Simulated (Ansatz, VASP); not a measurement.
**One calculation of Nb, two programs**

```
CELL_PARAMETERS angstrom
-1.65640 1.65640 1.65640
1.65640 -1.65640 1.65640
1.65640 1.65640 -1.65640
ATOMIC_POSITIONS crystal
Nb 0.00000 0.00000 0.00000
```

Alike in both runs: task single point; functional PBE; k mesh 14 × 14 × 14; occupations gaussian, width 0.05 eV; no spin polarisation.

|  | VASP | Ansatz |
| --- | --- | --- |
| version | VASP 6.6.1 | Ansatz 0.2.0 |
| potentials or method | VASP PAW PBE potentials, release 64 (Nb_sv), cutoff 520 eV | scalar-relativistic, plane waves, PAW |
| valence electrons in the cell | 13 | 13 |

```csv
,VASP,Ansatz,Ansatz less VASP
gap on the k mesh at the Fermi level (eV),none,none,-
pressure (GPa),-0.5,-0.2,+0.30
```

A gap of «none» marks a metal or a gap that the smearing closes.
